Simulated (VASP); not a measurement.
# SnO2 (P4_2/mnm) in VASP: notebook

SnO2 is run at these levels: PBE; tasks: single point.

Everything below comes from runs of VASP 6.6.1. Logs are shortened: lines on timing, memory, paths and dates and some standing lists are left out, and cuts for length are marked.

### 1 The cell of the first run

Symmetry: P4_2/mnm, No. 136, tetragonal system. The conventional cell has a = 4.979 Å, b = 4.979 Å, c = 3.166 Å, α = 90.00°, β = 90.00°, γ = 90.00°. Sn (site symmetry mmm) has 6 O at 2.08 to 2.17 Å within 2.8 Å. Within 2.8 Å of O (site symmetry m2m) lie 3 Sn at 2.08 to 2.17 Å and 1 O at 2.71 Å.

### 2 Single point, PBE (13.08 Å³/atom)

File INCAR:

```
  ALGO = Normal
  EDIFF = 1E-6
  ENCUT = 520
  GGA = PE
  ISIF = 2
  ISMEAR = 0
  LASPH = True
  LCHARG = False
  LREAL = False
  LWAVE = False
  NBANDS = 35
  NELM = 80
  PREC = Accurate
  SIGMA = 0.05
```

File KPOINTS:

```
k-points
0
Gamma
  6 6 10
```

File POSCAR:

```
SnO2
1.0
    4.9791683963      0.0000000000      0.0000000000
    0.0000000000      4.9791824886      0.0000000000
    0.0000000000      0.0000000000      3.1657552664
Sn O
2 4
Direct
    0.5000000000      0.5000000000      0.5000000000
    0.0000000000      0.0000000000      0.0000000000
    0.3076431059      0.3076641146      0.0000000000
    0.8076431059      0.1923358854      0.5000000000
    0.1923568941      0.8076641146      0.5000000000
    0.6923568941      0.6923358854      0.0000000000
```

Potentials or basis: VASP PAW PBE potentials, release 64 (Sn_d, O).

On the command line:

```
> cat potpaw_PBE.64/Sn_d/POTCAR potpaw_PBE.64/O/POTCAR > POTCAR
> mpirun -np 1 vasp_std > vasp.out
```

OUTCAR:

```text
EDIFF = 1E-6
   ENCUT = 520
   GGA = PE
   ISIF = 2
   ISMEAR = 0
   LASPH = True
   LREAL = False
   NELM = 80
   PREC = Accurate

 ion  position               nearest neighbor table
   1  0.500  0.500  0.500-   3 2.08   6 2.08   3 2.08   6 2.08   5 2.17   4 2.17
   2  0.000  0.000  0.000-   4 2.08   5 2.08   4 2.08   5 2.08   3 2.17   6 2.17
   3  0.308  0.308  0.000-   1 2.08   1 2.08   2 2.17
   4  0.808  0.192  0.500-   2 2.08   2 2.08   1 2.17
   5  0.192  0.808  0.500-   2 2.08   2 2.08   1 2.17
   6  0.692  0.692  0.000-   1 2.08   1 2.08   2 2.17

  LATTYP: Found a simple tetragonal cell.
 ALAT       =     4.9791683963
 C/A-ratio  =     0.6358000000

  Lattice vectors:

 A1 = (   4.9791683963,   0.0000000000,   0.0000000000)
 A2 = (   0.0000000000,   4.9791824886,   0.0000000000)
 A3 = (   0.0000000000,   0.0000000000,   3.1657552664)

Analysis of symmetry for initial positions (statically):
=====================================================================
 Subroutine PRICEL returns:
 Original cell was already a primitive cell.

 Routine SETGRP: Setting up the symmetry group for a
 simple tetragonal supercell.

 Subroutine GETGRP returns: Found  8 space group operations
 (whereof  4 operations were pure point group operations)
 out of a pool of 16 trial point group operations.

The static configuration has the point symmetry C_2h.
 The point group associated with its full space group is D_2h.

Analysis of symmetry for dynamics (positions and initial velocities):
=====================================================================
 Subroutine PRICEL returns:
 Original cell was already a primitive cell.

 Routine SETGRP: Setting up the symmetry group for a
 simple tetragonal supercell.

 Subroutine GETGRP returns: Found  8 space group operations
 (whereof  4 operations were pure point group operations)
 out of a pool of 16 trial point group operations.

The dynamic configuration has the point symmetry C_2h.
 The point group associated with its full space group is D_2h.

 Subroutine INISYM returns: Found  8 space group operations
 (whereof  4 operations are pure point group operations),
 and found     1 'primitive' translations

----------------------------------------------------------------------------------------

                                     Primitive cell

  volume of cell :      78.4860

  direct lattice vectors                    reciprocal lattice vectors
     4.979168396  0.000000000  0.000000000     0.200836750  0.000000000  0.000000000
     0.000000000  4.979182489  0.000000000     0.000000000  0.200836182  0.000000000
     0.000000000  0.000000000  3.165755266     0.000000000  0.000000000  0.315880387

  length of vectors
     4.979168396  4.979182489  3.165755266     0.200836750  0.200836182  0.315880387

  position of ions in fractional coordinates (direct lattice)
     0.500000000  0.500000000  0.500000000
     0.000000000  0.000000000  0.000000000
     0.307643106  0.307664115  0.000000000
     0.807643106  0.192335885  0.500000000
     0.192356894  0.807664115  0.500000000
     0.692356894  0.692335885  0.000000000

  ion indices of the primitive-cell ions
   primitive index   ion index
                 1           1
                 2           2
                 3           3
                 4           4
                 5           5
                 6           6

----------------------------------------------------------------------------------------

 KPOINTS: k-points

Automatic generation of k-mesh.
 Grid dimensions read from file:
 generate k-points for:    6    6   10

 Generating k-lattice:

  Cartesian coordinates                     Fractional coordinates (reciprocal lattice)
     0.033472792  0.000000000  0.000000000     0.166666667  0.000000000  0.000000000
     0.000000000  0.033472697  0.000000000     0.000000000  0.166666667  0.000000000
     0.000000000  0.000000000  0.031588039     0.000000000  0.000000000  0.100000000

  Length of vectors
     0.033472792  0.033472697  0.031588039

  Shift w.r.t. Gamma in fractional coordinates (k-lattice)
     0.000000000  0.000000000  0.000000000

 Subroutine IBZKPT returns following result:
 ===========================================

 Found     96 irreducible k-points:

 Following reciprocal coordinates:
            Coordinates               Weight
  0.000000  0.000000  0.000000      1.000000
  0.166667  0.000000  0.000000      2.000000
  0.000000  0.166667  0.000000      2.000000
  0.333333  0.000000  0.000000      2.000000
  0.000000  0.333333  0.000000      2.000000
  0.500000  0.000000  0.000000      1.000000
[... 16 lines left out ...]
  0.000000  0.500000  0.100000      2.000000
  0.166667  0.166667  0.100000      8.000000
 [... further k-points ...]
   k-points           NKPTS =     96   k-points in BZ     NKDIM =     96   number of bands    NBANDS=     35
   number of dos      NEDOS =    301   number of ions     NIONS =      6
   total plane-waves  NPLWV =  38400
   dimension x,y,z NGX =    40 NGY =   40 NGZ =   24
   dimension x,y,z NGXF=    80 NGYF=   80 NGZF=   48
   ions per type =               2   4
   NGX,Y,Z   is equivalent  to a cutoff of  13.36, 13.36, 12.60 a.u.
   NGXF,Y,Z  is equivalent  to a cutoff of  26.71, 26.71, 25.21 a.u.
 SYSTEM =  unknown system
   PREC   = accura    normal or accurate (medium, high low for compatibility)
   ISTART =      0    job   : 0-new  1-cont  2-samecut
   ICHARG =      2    charge: 1-file 2-atom 10-const
   ISPIN  =      1    spin polarized calculation?
   LNONCOLLINEAR =      F non collinear calculations
   LSORBIT =      F    spin-orbit coupling
   LASPH  =      T    aspherical Exc in radial PAW
   ENCUT  =  520.0 eV  38.22 Ry    6.18 a.u.   9.26  9.26  5.89*2*pi/ulx,y,z
   NELM   =     80;   NELMIN=  2; NELMDL= -5     # of ELM steps
   EDIFF  = 0.1E-05   stopping-criterion for ELM
   LREAL  =      F    real-space projection
   EDIFFG = 0.1E-04   stopping-criterion for IOM
   NSW    =      0    number of steps for IOM
   IBRION =     -1    ionic relax: 0-MD 1-quasi-New 2-CG
   NFREE  =      0    steps in history (QN), initial steepest desc. (CG)
   ISIF   =      2    stress and relaxation
   ISYM   =      2    0-nonsym 1-usesym 2-fastsym
   POTIM  = 0.5000    time-step for ionic-motion
   TEBEG  =    0.0;   TEEND  =   0.0 temperature during run
   PSTRESS=    0.0 pullay stress
   NELECT =      52.0000    total number of electrons
   NUPDOWN=      -1.0000    fix difference up-down
   EMIN   =  10.00;   EMAX   =-10.00  energy-range for DOS
   EFERMI =   0.00;   METHOD = LEGACY
   ISMEAR =     0;   SIGMA  =   0.05  broadening in eV -4-tet -1-fermi 0-gaus
   EFERMI_NEDOS =   21; number of points for ismear=-14 and -15
   IALGO  =     38    algorithm
   IMIX   =      4    mixing-type and parameters
     AMIX     =   0.40;   BMIX     =  1.00
     AMIX_MAG =   1.60;   BMIX_MAG =  1.00
  volume/ion in A,a.u.               =      13.08        88.27
  Fermi-wavevector in a.u.,A,eV,Ry     =   1.427179  2.696978 27.712902  2.036841
  Thomas-Fermi vector in A             =   2.547377
   LORBIT       =      0    0 simple, 1 ext, 2 COOP (PROOUT), +10 PAW based schemes
   GGA     = PE    functional components
   LHFCALC =     F    Hartree Fock is set to
   AEXX    =    0.0000 exact exchange contribution
   IVDW    =     0    specifies the selected vdW correction
   LEPSILON=     F    determine dielectric tensor
   LRPA    =     F    only Hartree local field effects (RPA)
 non-spin polarized calculation
 Gauss-broadening in eV      SIGMA  =   0.05
  energy-cutoff  :      520.00
  volume of cell :       78.49
 maximum number of plane-waves:      2140
 NGX is ok and might be reduce to    40
   NGX = 19   NGY = 19   NGZ = 11

 number of electron      52.0000006 magnetization

 Free energy of the ion-electron system (eV)
  ---------------------------------------------------
  ext. energy  EPLUGINS =         0.00000000
  ---------------------------------------------------
  free energy    TOTEN  =       -37.20644787 eV

  energy without entropy =      -37.20644787  energy(sigma->0) =      -37.20644787

 E-fermi :   5.2910     XC(G=0): -10.7439

 val. band max:        5.0576374777   @ k =   0.0000   0.0000   0.0000
 cond. band min:       5.5869551898   @ k =   0.0000   0.0000   0.0000
 fundamental gap:      0.5293177120
 Fermi energy:         5.2910196923

 k-point     1 :       0.0000    0.0000    0.0000
  band No.  band energies     occupation
      1     -15.9623      2.00000
      2     -15.4486      2.00000
      3     -15.1738      2.00000
      4     -15.1424      2.00000
      5     -15.1424      2.00000
      6     -15.0732      2.00000
[... 27 lines left out ...]
     34      15.7542      0.00000
     35      16.9679      0.00000

 k-point     2 :       0.1667    0.0000    0.0000
  band No.  band energies     occupation
      1     -15.9317      2.00000
      2     -15.4819      2.00000
      3     -15.1716      2.00000
      4     -15.1413      2.00000
      5     -15.1412      2.00000
      6     -15.0803      2.00000
[... 27 lines left out ...]
     34      15.9978      0.00000
     35      16.9682      0.00000

 k-point     3 :       0.0000    0.1667    0.0000
  band No.  band energies     occupation
      1     -15.9317      2.00000
      2     -15.4819      2.00000
      3     -15.1716      2.00000
      4     -15.1413      2.00000
      5     -15.1412      2.00000
      6     -15.0803      2.00000
[... 27 lines left out ...]
     34      15.9976      0.00000
     35      16.9682      0.00000
[... 723 lines left out ...]
 k-point    23 :       0.0000    0.5000    0.1000
  band No.  band energies     occupation
      1     -15.6815      2.00000
      2     -15.6815      2.00000
      3     -15.2328      2.00000
      4     -15.2328      2.00000
      5     -15.1174      2.00000
      6     -15.1174      2.00000
[... 27 lines left out ...]
     34      16.9376      0.00000
     35      17.1026      0.00000

 k-point    24 :       0.1667    0.1667    0.1000
  band No.  band energies     occupation
      1     -15.8634      2.00000
      2     -15.4743      2.00000
      3     -15.2317      2.00000
      4     -15.2287      2.00000
      5     -15.1494      2.00000
      6     -15.0804      2.00000
[... 27 lines left out ...]
     34      16.4340      0.00000
     35      16.9587      0.00000

 [... further k-points ...]

------------------------ aborting loop because EDIFF is reached ----------------------------------------

  FORCE on cell =-STRESS in cart. coord.  units (eV):
  Direction    XX          YY          ZZ          XY          YZ          ZX
  --------------------------------------------------------------------------------------
  -------------------------------------------------------------------------------------
  Total       -3.0887861     -3.0884334      1.0996182     -0.0000000      0.0000000      0.0000000
  in kB      -63.0530682    -63.0458678     22.4471026     -0.0000000      0.0000000      0.0000000
  external PRESSURE =     -34.5506111 kB  Pullay stress =       0.0000000 kB

 VOLUME and BASIS-vectors are now :
 -----------------------------------------------------------------------------
  energy-cutoff  :      520.00
  volume of cell :       78.49
      direct lattice vectors                 reciprocal lattice vectors
     4.979168396  0.000000000  0.000000000     0.200836750  0.000000000  0.000000000
     0.000000000  4.979182489  0.000000000     0.000000000  0.200836182  0.000000000
     0.000000000  0.000000000  3.165755266     0.000000000  0.000000000  0.315880387

 POSITION                                       TOTAL-FORCE (eV/Angst)
 -----------------------------------------------------------------------------------
      2.48958      2.48959      1.58288         0.000000      0.000000      0.000000
      0.00000      0.00000      0.00000         0.000000      0.000000      0.000000
      1.53181      1.53192      0.00000        -0.025655     -0.025749     -0.000000
      4.02139      0.95768      1.58288        -0.025655      0.025749     -0.000000
      0.95778      4.02151      1.58288         0.025655     -0.025749      0.000000
      3.44736      3.44727      0.00000         0.025655      0.025749      0.000000
 -----------------------------------------------------------------------------------
    total drift:                               -0.000000      0.000000     -0.000000

  FREE ENERGIE OF THE ION-ELECTRON SYSTEM (eV)
  ---------------------------------------------------
  free  energy   TOTEN  =       -37.2064478743 eV

  energy  without entropy=      -37.2064478743  energy(sigma->0) =      -37.20644787
```

Wall time 2 min (1 thread of Intel Xeon Platinum 8488C (Sapphire Rapids), shared host); peak memory 0.33 GiB.

Results:

```yaml
Free_energy: -37.2064 eV
Pressure: -3.5 GPa
Largest_force: 0.036 eV/Å
Band_gap_on_the_k_mesh: 0.53 eV
```

Forces on the atoms (eV/Å):
```
Sn   0.000  0.000  0.000
Sn   0.000  0.000  0.000
O   -0.026 -0.026  0.000
O   -0.026  0.026  0.000
O    0.026 -0.026  0.000
O    0.026  0.026  0.000
```

Stress tensor (GPa, compression positive):
```
-6.31  0.00  0.00
 0.00 -6.30  0.00
 0.00  0.00  2.24
```

Caveat: the stress differs along the axes, from -6 to 2 GPa; semilocal functionals underestimate gaps, and a narrow one can read as zero; spin-orbit coupling is left out, which moves the levels of the heavy elements.

### 3 Single point, PBE (13.08 Å³/atom)

File INCAR:

```
SYSTEM = SnO2
ALGO = Normal ; EDIFF = 1E-6
ENCUT = 520 ; GGA = PE
ISIF = 2 ; ISMEAR = 0
LASPH = .TRUE. ; LCHARG = .TRUE.
LELF = .TRUE. ; LREAL = .FALSE.
LVHAR = .TRUE. ; LWAVE = .FALSE.
NBANDS = 35 ; NELM = 100
PREC = Accurate ; SIGMA = 0.05
```

File KPOINTS:

```
k-points
0
G
  6 6 10
  0 0 0
```

File POSCAR:

```
SnO2
1.0
    4.8049422713      0.0000000000      0.0000000000
    0.0000000000      4.8049558705      0.0000000000
    0.0000000000      0.0000000000      3.3994966569
Sn O
2 4
Direct
    0.5000000000      0.5000000000      0.5000000000
    0.0000000000      0.0000000000      0.0000000000
    0.3077272362      0.3077489197      0.0000000000
    0.8077272362      0.1922510803      0.5000000000
    0.1922727638      0.8077489197      0.5000000000
    0.6922727638      0.6922510803      0.0000000000
```

Potentials or basis: VASP PAW PBE potentials, release 64 (Sn_d, O).

On the command line:

```
> cat potpaw_PBE.64/Sn_d/POTCAR potpaw_PBE.64/O/POTCAR > POTCAR
> mpirun -np 1 vasp_std > vasp.out
```

Wall time 1.9 min (1 thread of Intel Xeon Platinum 8488C (Sapphire Rapids), shared host); peak memory 0.33 GiB.

Results (log left out):

| Property | Result |
| --- | --- |
| Free energy | -37.1566 eV |
| Pressure | -7.2 GPa |
| Largest force | 0.005 eV/Å |
| Band gap on the k mesh | 0.09 eV |

Forces on the atoms (eV/Å):
```
Sn   0.000  0.000  0.000
Sn   0.000  0.000  0.000
O   -0.003 -0.003  0.000
O   -0.003  0.003  0.000
O    0.003 -0.003  0.000
O    0.003  0.003  0.000
```

Stress tensor (GPa, compression positive):
```
 -3.75   0.00   0.00
  0.00  -3.75   0.00
  0.00   0.00 -14.09
```

Levels at points of the mesh, in eV from the valence-band top:
```csv
k point,band 22,band 23,band 24,band 25,band 26,band 27,band 28,band 29,band 30,band 31
"(0.00, 0.00, 0.00)",-1.35,-1.35,-0.64,-0.64,0.00,0.08,4.88,5.53,5.53,9.27
"(0.50, 0.00, 0.00)",-1.78,-1.28,-1.28,-0.54,-0.54,3.45,3.45,6.23,6.23,10.24
"(0.00, 0.50, 0.00)",-1.78,-1.28,-1.28,-0.54,-0.54,3.45,3.45,6.23,6.23,10.24
"(0.50, 0.50, 0.00)",-1.81,-1.43,-1.43,-0.70,-0.70,3.68,3.68,6.65,6.65,10.34
"(0.00, 0.00, 0.50)",-2.47,-1.44,-1.44,-1.10,-1.10,5.09,5.09,9.19,9.19,9.41
"(0.50, 0.00, 0.50)",-1.59,-0.90,-0.90,-0.66,-0.66,5.40,5.40,7.51,7.51,9.73
"(0.00, 0.50, 0.50)",-1.59,-0.90,-0.90,-0.66,-0.66,5.40,5.40,7.51,7.51,9.73
"(0.50, 0.50, 0.50)",-2.22,-0.83,-0.83,-0.65,-0.65,4.02,4.02,8.42,8.42,9.74
```

Caveat: the stress differs along the axes, from -14 to -4 GPa; semilocal functionals underestimate gaps, and a narrow one can read as zero; spin-orbit coupling is left out, which moves the levels of the heavy elements.

### 4 Single point, PBE (13.08 Å³/atom)

File INCAR:

```
PREC = Accurate ; ENCUT = 520
EDIFF = 1E-6 ; ISMEAR = 0
SIGMA = 0.05 ; LREAL = False
LASPH = True ; NELM = 60
ALGO = Normal ; ISIF = 2
LWAVE = False ; LCHARG = True
GGA = PE ; LELF = True
LVHAR = True ; NBANDS = 35
```

File KPOINTS:

```
regular mesh
0
Gamma
  6 6 10
```

File POSCAR:

```
SnO2
1.0
    4.8913116612      0.0000000000      0.0000000000
    0.0000000000      4.8913255049      0.0000000000
    0.0000000000      0.0000000000      3.2805019128
Sn O
2 4
Direct
    0.5000000000      0.5000000000      0.5000000000
    0.0000000000      0.0000000000      0.0000000000
    0.3076676319      0.3076884232      0.0000000000
    0.8076676319      0.1923115768      0.5000000000
    0.1923323681      0.8076884232      0.5000000000
    0.6923323681      0.6923115768      0.0000000000
```

On the command line:

```
> cat potpaw_PBE.64/Sn_d/POTCAR potpaw_PBE.64/O/POTCAR > POTCAR
> mpirun -np 1 vasp_std > vasp.out
```

Wall time 93 s (1 thread of Intel Xeon Platinum 8488C (Sapphire Rapids), shared host); peak memory 0.32 GiB.

Results (log left out):

```yaml
Free_energy: -37.2638 eV
Pressure: -5.7 GPa
Largest_force: 0.020 eV/Å
Band_gap_on_the_k_mesh: 0.28 eV
```

Forces on the atoms (eV/Å):
```
Sn   0.000  0.000  0.000
Sn   0.000  0.000  0.000
O   -0.014 -0.014  0.000
O   -0.014  0.014  0.000
O    0.014 -0.014  0.000
O    0.014  0.014  0.000
```

Stress tensor (GPa, compression positive):
```
-5.17  0.00  0.00
 0.00 -5.17  0.00
 0.00  0.00 -6.85
```

Levels at points of the mesh, in eV from the valence-band top:
```tsv
k point	band 24	band 25	band 26	band 27	band 28	band 29
(0.00, 0.00, 0.00)	-0.71	-0.71	0.00	0.28	5.29	5.86
(0.50, 0.00, 0.00)	-1.21	-0.59	-0.59	3.49	3.49	6.57
(0.00, 0.50, 0.00)	-1.21	-0.59	-0.59	3.49	3.49	6.57
(0.50, 0.50, 0.00)	-1.33	-0.81	-0.81	3.85	3.85	6.87
(0.00, 0.00, 0.50)	-1.43	-1.13	-1.13	5.18	5.18	9.09
(0.50, 0.00, 0.50)	-0.95	-0.77	-0.77	5.43	5.43	7.29
(0.00, 0.50, 0.50)	-0.95	-0.77	-0.77	5.43	5.43	7.29
(0.50, 0.50, 0.50)	-0.89	-0.73	-0.73	4.03	4.03	8.36
```

Caveat: the cell stands under tension; semilocal functionals underestimate gaps, and a narrow one can read as zero; spin-orbit coupling is left out, which moves the levels of the heavy elements.

(Part 1 of 2 ends here.)
